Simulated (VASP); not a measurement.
A run of VASP 6.6.1 is set up as follows.

INCAR

```
PREC = Accurate
ENCUT = 700
EDIFF = 1E-6
ISMEAR = 0
SIGMA = 0.1
LREAL = F
LASPH = T
NELM = 120
ALGO = Normal
ISIF = 2
LWAVE = F
LCHARG = F
GGA = PE
NBANDS = 33
GGA_COMPAT = F
```

Contents of KPOINTS:

```
Automatic mesh
0
Gamma
  12 12 2
```

Contents of POSCAR:

```
RuC2
1.0
    2.4892336216      0.0000000000      0.0000000000
   -1.2446168108      2.1557395523      0.0000000000
    0.0000000000      0.0000000000     17.9521827574
Ru C
2 4
Direct
    0.0000000000      0.0000000000      0.0000000000
    0.0000000000      0.0000000000      0.5000000000
    0.3333333333      0.6666666667      0.2500000000
    0.3333333333      0.6666666667      0.7500000000
    0.6666666667      0.3333333333      0.2500000000
    0.6666666667      0.3333333333      0.7500000000
```

Potentials or basis: VASP PAW PBE potentials, release 64 (Ru_sv, C).

Run with:

```bash
$ cat potpaw_PBE.64/Ru_sv/POTCAR potpaw_PBE.64/C/POTCAR > POTCAR
$ mpirun -np 1 vasp_std > vasp.out
```

Predict the pressure.

-0.5 GPa.

Predict the band gap on the k mesh.

zero (bands 24 and 25 overlap by 1.66 eV).

Stress tensor (GPa, compression positive):
```
-0.62  0.00  0.00
 0.00 -0.62  0.00
 0.00  0.00 -0.16
```
